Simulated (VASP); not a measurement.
# Nb3O (Pm-3n) in VASP: relaxation of cell and atoms with PBEsol

Aim: the relaxation of cell and atoms of Nb3O with PBEsol.

All numbers are computed with VASP 6.6.1; they aren't measurements. Logs are shortened: lines on timing, memory, paths and dates and some standing lists are left out, and cuts for length are marked.

**1. The cell of the first run**

Symmetry: Pm-3n, No. 223, cubic system. The conventional cell has a = 4.780 Å, b = 4.780 Å, c = 4.780 Å, α = 90.00°, β = 90.00°, γ = 90.00°. Nb (site symmetry -4m2) has 10 Nb at 2.39 to 2.93 Å and 4 O at 2.67 Å within 3.2 Å. Within 3.5 Å of O (site symmetry m-3) lie 12 Nb at 2.67 Å.

**2. Relaxation of cell and atoms, PBEsol**

Contents of INCAR:

```
SYSTEM = Nb3O
ALGO     = Normal         ! electronic algorithm
EDIFF    = 1E-7           ! SCF threshold, eV
EDIFFG   = -0.05          ! ionic threshold
ENCUT    = 600            ! plane-wave cutoff, eV
GGA      = PS             ! functional
IBRION   = 2              ! ionic algorithm
ISIF     = 3              ! what is computed and relaxed
ISMEAR   = 0              ! smearing method
LASPH    = .TRUE.         ! aspherical terms in the spheres
LCHARG   = .FALSE.        ! write CHGCAR
LREAL    = .FALSE.        ! projectors in reciprocal space
LWAVE    = .FALSE.        ! write WAVECAR
NELM     = 60             ! most SCF steps
NSW      = 100            ! ionic steps
PREC     = Accurate       ! precision mode
SIGMA    = 0.1            ! smearing width, eV
```

Contents of KPOINTS:

```
k-points
0
G
  4 4 4
  0 0 0
```

Contents of POSCAR:

```
Nb3O
1.0
    4.7799942857      0.0000000000      0.0000000000
    0.0000000000      4.7799942857      0.0000000000
    0.0000000000      0.0000000000      4.7799942857
Nb O
6 2
Direct
    0.2500000000      0.0000000000      0.5000000000
    0.5000000000      0.7500000000      0.0000000000
    0.7500000000      0.0000000000      0.5000000000
    0.5000000000      0.2500000000      0.0000000000
    0.0000000000      0.5000000000      0.7500000000
    0.0000000000      0.5000000000      0.2500000000
    0.0000000000      0.0000000000      0.0000000000
    0.5000000000      0.5000000000      0.5000000000
```

Potentials or basis: VASP PAW PBE potentials, release 64 (Nb_sv, O).

Run with:

```bash
$ cat potpaw_PBE.64/Nb_sv/POTCAR potpaw_PBE.64/O/POTCAR > POTCAR
$ mpirun -np 1 vasp_std > vasp.out
```

OUTCAR:

```text
SYSTEM = Nb3O
   EDIFF = 1E-7
   EDIFFG = -0.05
   ENCUT = 600
   GGA = PS
   IBRION = 2
   ISIF = 3
   ISMEAR = 0
   LASPH = .TRUE.
   LREAL = .FALSE.
   NELM = 60
   NSW = 100
   PREC = Accurate

 ion  position               nearest neighbor table
   1  0.250  0.000  0.500-   3 2.39   3 2.39   4 2.93   5 2.93   6 2.93   2 2.93   4 2.93   5 2.93
                             6 2.93   2 2.93
   2  0.500  0.750  0.000-   4 2.39   4 2.39   1 2.93   5 2.93   6 2.93   1 2.93   3 2.93   3 2.93
                             5 2.93   6 2.93
   3  0.750  0.000  0.500-   1 2.39   1 2.39   4 2.93   5 2.93   6 2.93   2 2.93   4 2.93   5 2.93
                             6 2.93   2 2.93
   4  0.500  0.250  0.000-   2 2.39   2 2.39   3 2.93   5 2.93   6 2.93   1 2.93   3 2.93   1 2.93
                             5 2.93   6 2.93
   5  0.000  0.500  0.750-   6 2.39   6 2.39   3 2.93   4 2.93   1 2.93   2 2.93   1 2.93   3 2.93
                             2 2.93   4 2.93
   6  0.000  0.500  0.250-   5 2.39   5 2.39   3 2.93   4 2.93   1 2.93   2 2.93   1 2.93   3 2.93
                             2 2.93   4 2.93
   7  0.000  0.000  0.000-
   8  0.500  0.500  0.500-

  LATTYP: Found a simple cubic cell.
 ALAT       =     4.7799942857

  Lattice vectors:

 A1 = (   4.7799942857,   0.0000000000,   0.0000000000)
 A2 = (   0.0000000000,   4.7799942857,   0.0000000000)
 A3 = (   0.0000000000,   0.0000000000,   4.7799942857)

Analysis of symmetry for initial positions (statically):
=====================================================================
 Subroutine PRICEL returns:
 Original cell was already a primitive cell.

 Routine SETGRP: Setting up the symmetry group for a
 simple cubic supercell.

 Subroutine GETGRP returns: Found 48 space group operations
 (whereof 24 operations were pure point group operations)
 out of a pool of 48 trial point group operations.

The static configuration has the point symmetry T_h .
 The point group associated with its full space group is O_h .

Analysis of symmetry for dynamics (positions and initial velocities):
=====================================================================
 Subroutine PRICEL returns:
 Original cell was already a primitive cell.

 Routine SETGRP: Setting up the symmetry group for a
 simple cubic supercell.

 Subroutine GETGRP returns: Found 48 space group operations
 (whereof 24 operations were pure point group operations)
 out of a pool of 48 trial point group operations.

The dynamic configuration has the point symmetry T_h .
 The point group associated with its full space group is O_h .

 Subroutine INISYM returns: Found 48 space group operations
 (whereof 24 operations are pure point group operations),
 and found     1 'primitive' translations

----------------------------------------------------------------------------------------

                                     Primitive cell

  volume of cell :     109.2150

  direct lattice vectors                    reciprocal lattice vectors
     4.779994286  0.000000000  0.000000000     0.209205271  0.000000000  0.000000000
     0.000000000  4.779994286  0.000000000     0.000000000  0.209205271  0.000000000
     0.000000000  0.000000000  4.779994286     0.000000000  0.000000000  0.209205271

  length of vectors
     4.779994286  4.779994286  4.779994286     0.209205271  0.209205271  0.209205271

  position of ions in fractional coordinates (direct lattice)
     0.250000000  0.000000000  0.500000000
     0.500000000  0.750000000  0.000000000
     0.750000000  0.000000000  0.500000000
     0.500000000  0.250000000  0.000000000
     0.000000000  0.500000000  0.750000000
     0.000000000  0.500000000  0.250000000
     0.000000000  0.000000000  0.000000000
     0.500000000  0.500000000  0.500000000

  ion indices of the primitive-cell ions
   primitive index   ion index
                 1           1
                 2           2
                 3           3
                 4           4
                 5           5
                 6           6
                 7           7
                 8           8

----------------------------------------------------------------------------------------

 KPOINTS: k-points

Automatic generation of k-mesh.
 Grid dimensions read from file:
 generate k-points for:    4    4    4

 Generating k-lattice:

  Cartesian coordinates                     Fractional coordinates (reciprocal lattice)
     0.052301318  0.000000000  0.000000000     0.250000000  0.000000000  0.000000000
     0.000000000  0.052301318  0.000000000     0.000000000  0.250000000  0.000000000
     0.000000000  0.000000000  0.052301318     0.000000000  0.000000000  0.250000000

  Length of vectors
     0.052301318  0.052301318  0.052301318

  Shift w.r.t. Gamma in fractional coordinates (k-lattice)
     0.000000000  0.000000000  0.000000000

 Subroutine IBZKPT returns following result:
 ===========================================

 Found     10 irreducible k-points:

 Following reciprocal coordinates:
            Coordinates               Weight
  0.000000  0.000000  0.000000      1.000000
  0.250000  0.000000  0.000000      6.000000
  0.500000  0.000000  0.000000      3.000000
  0.250000  0.250000  0.000000     12.000000
  0.500000  0.250000  0.000000     12.000000
  0.500000  0.500000  0.000000      3.000000
  0.250000  0.250000  0.250000      8.000000
  0.500000  0.250000  0.250000     12.000000
  0.500000  0.500000  0.250000      6.000000
  0.500000  0.500000  0.500000      1.000000
   k-points           NKPTS =     10   k-points in BZ     NKDIM =     10   number of bands    NBANDS=     54
   number of dos      NEDOS =    301   number of ions     NIONS =      8
   total plane-waves  NPLWV =  64000
   dimension x,y,z NGX =    40 NGY =   40 NGZ =   40
   dimension x,y,z NGXF=    80 NGYF=   80 NGZF=   80
   ions per type =               6   2
   NGX,Y,Z   is equivalent  to a cutoff of  13.91, 13.91, 13.91 a.u.
   NGXF,Y,Z  is equivalent  to a cutoff of  27.82, 27.82, 27.82 a.u.
 SYSTEM =  Nb3O
   PREC   = accura    normal or accurate (medium, high low for compatibility)
   ISTART =      0    job   : 0-new  1-cont  2-samecut
   ICHARG =      2    charge: 1-file 2-atom 10-const
   ISPIN  =      1    spin polarized calculation?
   LNONCOLLINEAR =      F non collinear calculations
   LSORBIT =      F    spin-orbit coupling
   LASPH  =      T    aspherical Exc in radial PAW
   ENCUT  =  600.0 eV  44.10 Ry    6.64 a.u.   9.55  9.55  9.55*2*pi/ulx,y,z
   NELM   =     60;   NELMIN=  2; NELMDL= -5     # of ELM steps
   EDIFF  = 0.1E-06   stopping-criterion for ELM
   LREAL  =      F    real-space projection
   EDIFFG = -.5E-01   stopping-criterion for IOM
   NSW    =    100    number of steps for IOM
   IBRION =      2    ionic relax: 0-MD 1-quasi-New 2-CG
   NFREE  =      1    steps in history (QN), initial steepest desc. (CG)
   ISIF   =      3    stress and relaxation
   ISYM   =      2    0-nonsym 1-usesym 2-fastsym
   POTIM  = 0.5000    time-step for ionic-motion
   TEBEG  =    0.0;   TEEND  =   0.0 temperature during run
   PSTRESS=    0.0 pullay stress
   NELECT =      90.0000    total number of electrons
   NUPDOWN=      -1.0000    fix difference up-down
   EMIN   =  10.00;   EMAX   =-10.00  energy-range for DOS
   EFERMI =   0.00;   METHOD = LEGACY
   ISMEAR =     0;   SIGMA  =   0.10  broadening in eV -4-tet -1-fermi 0-gaus
   EFERMI_NEDOS =   21; number of points for ismear=-14 and -15
   IALGO  =     38    algorithm
   IMIX   =      4    mixing-type and parameters
     AMIX     =   0.40;   BMIX     =  1.00
     AMIX_MAG =   1.60;   BMIX_MAG =  1.00
  volume/ion in A,a.u.               =      13.65        92.13
  Fermi-wavevector in a.u.,A,eV,Ry     =   1.534835  2.900417 32.051485  2.355718
  Thomas-Fermi vector in A             =   2.641707
   LORBIT       =      0    0 simple, 1 ext, 2 COOP (PROOUT), +10 PAW based schemes
   GGA     = PS    functional components
   LHFCALC =     F    Hartree Fock is set to
   AEXX    =    0.0000 exact exchange contribution
   IVDW    =     0    specifies the selected vdW correction
   LEPSILON=     F    determine dielectric tensor
   LRPA    =     F    only Hartree local field effects (RPA)
 conjugate gradient relaxation of ions
 non-spin polarized calculation
 Gauss-broadening in eV      SIGMA  =   0.10
  energy-cutoff  :      600.00
  volume of cell :      109.21
 maximum number of plane-waves:      3743
 NGX is ok and might be reduce to    40
   NGX = 19   NGY = 19   NGZ = 19

--------------------------------------- Ionic step        1  -------------------------------------------

 number of electron      90.0000005 magnetization

 Free energy of the ion-electron system (eV)
  ---------------------------------------------------
  ext. energy  EPLUGINS =         0.00000000
  ---------------------------------------------------
  free energy    TOTEN  =       -74.66787853 eV

  energy without entropy =      -74.64789876  energy(sigma->0) =      -74.65788865

------------------------ aborting loop because EDIFF is reached ----------------------------------------

  FORCE on cell =-STRESS in cart. coord.  units (eV):
  Direction    XX          YY          ZZ          XY          YZ          ZX
  --------------------------------------------------------------------------------------
  -------------------------------------------------------------------------------------
  Total       10.2338504     10.2338504     10.2338504      0.0000000      0.0000000     -0.0000000
  in kB      150.1300107    150.1300107    150.1300107      0.0000000      0.0000000     -0.0000000
  external PRESSURE =     150.1300107 kB  Pullay stress =       0.0000000 kB
[... 27 lines left out ...]
  energy  without entropy=      -74.6478987600  energy(sigma->0) =      -74.65788865

--------------------------------------- Ionic step        2  -------------------------------------------

 number of electron      89.9999999 magnetization

 E-fermi :   9.9987     XC(G=0): -12.2232

 val. band max:        9.9772668572   @ k =   0.5000   0.0000   0.0000
 cond. band min:      10.0238505424   @ k =   0.5000   0.2500   0.0000
 fundamental gap:      0.0465836853
 Fermi energy:         9.9987436382

 k-point     1 :       0.0000    0.0000    0.0000
  band No.  band energies     occupation
      1     -45.0728      2.00000
      2     -44.9542      2.00000
      3     -44.9542      2.00000
      4     -44.6217      2.00000
      5     -44.6217      2.00000
      6     -44.6217      2.00000
[... 598 lines left out ...]
  energy  without entropy=      -74.3344387840  energy(sigma->0) =      -74.34734959

--------------------------------------- Ionic step        3  -------------------------------------------

 number of electron      89.9999986 magnetization

 Free energy of the ion-electron system (eV)
  ---------------------------------------------------
  ext. energy  EPLUGINS =         0.00000000
  ---------------------------------------------------
  free energy    TOTEN  =       -75.03472743 eV

  energy without entropy =      -75.01750801  energy(sigma->0) =      -75.02611772

 E-fermi :  11.5686     XC(G=0): -12.7716

 val. band max:       11.4597353364   @ k =   0.0000   0.0000   0.0000
 cond. band min:      11.5986704341   @ k =   0.5000   0.0000   0.0000
 fundamental gap:      0.1389350977
 Fermi energy:        11.5685594164

 k-point     1 :       0.0000    0.0000    0.0000
  band No.  band energies     occupation
      1     -43.5573      2.00000
      2     -43.3736      2.00000
      3     -43.3736      2.00000
      4     -42.9067      2.00000
      5     -42.9067      2.00000
      6     -42.9067      2.00000
[... 594 lines left out ...]
  FREE ENERGIE OF THE ION-ELECTRON SYSTEM (eV)
  ---------------------------------------------------
  free  energy   TOTEN  =       -75.0347274339 eV

  energy  without entropy=      -75.0175080105  energy(sigma->0) =      -75.02611772

 reached required accuracy - stopping structural energy minimisation
```

It took 14 min on 1 thread of Intel Xeon 8259CL, shared host; peak memory 0.24 GiB.

Results:

```yaml
Free_energy: -75.0347 eV
Relaxed_volume: 14.72 Å³/atom
Relaxed_cell: a = 4.902 Å, b = 4.902 Å, c = 4.902 Å, α = 90.00°, β = 90.00°, γ = 90.00°
Space_group_after_relaxing_to_0.1_Å: Pm-3n (No. 223)
Energy_gained_by_relaxing: 45.9 meV/atom
Ionic_steps: 3
Pressure_after_relaxing: -0.3 GPa
Band_gap_on_the_k_mesh: zero (bands 45 and 46 overlap by 0.48 eV)
```

Step by step:
| step | energy change (eV) | largest force (eV/Å) | pressure (GPa) | volume (Å³) |
| --- | --- | --- | --- | --- |
| 1 | 0.0000 | 0.0000 | 15.01 | 109.21 |
| 2 | 0.3076 | 0.0000 | -14.97 | 130.71 |
| 3 | -0.3668 | 0.0000 | -0.33 | 117.77 |

Final structure:
```
Nb O
1.0
     4.90163    0.00000    0.00000
     0.00000    4.90163    0.00000
     0.00000    0.00000    4.90163
Nb O
6 2
Cartesian
  1.2254 0.0000 2.4508
  2.4508 3.6762 0.0000
  3.6762 0.0000 2.4508
  2.4508 1.2254 0.0000
  0.0000 2.4508 3.6762
  0.0000 2.4508 1.2254
  0.0000 0.0000 0.0000
  2.4508 2.4508 2.4508
```

Caveat: the PAW data sets were made with another functional, which shifts forces and pressure a little.

The gap in the log of VASP goes by the Fermi energy; the results here count the filled bands.